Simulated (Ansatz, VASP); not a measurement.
# One calculation of Ca, two programs

```
Ca
1.0
     0.00000    2.79420    2.79420
     2.79420    0.00000    2.79420
     2.79420    2.79420    0.00000
Ca
1
Direct
  0.00000 0.00000 0.00000
```

Alike in both runs: task single point; functional RPBE; k mesh 8 × 8 × 8; occupations gaussian, width 0.1 eV; no spin polarisation.

|  | VASP | Ansatz |
| --- | --- | --- |
| version | VASP 6.6.1 | Ansatz 0.2.0 |
| potentials or method | VASP PAW PBE potentials, release 64 (Ca_sv), cutoff 520 eV | all-electron LAPW, scalar-relativistic |

|  | VASP | Ansatz | Ansatz less VASP |
| --- | --- | --- | --- |
| gap on the k mesh at the Fermi level (eV) | none | none | - |
| pressure (GPa) | 0.3 | 0.3 | 0.00 |

VASP's potentials were made for PBE, not for RPBE. A gap of «none» marks a metal or a gap that the smearing closes. Ansatz ran all-electron here, and VASP with PAW potentials.
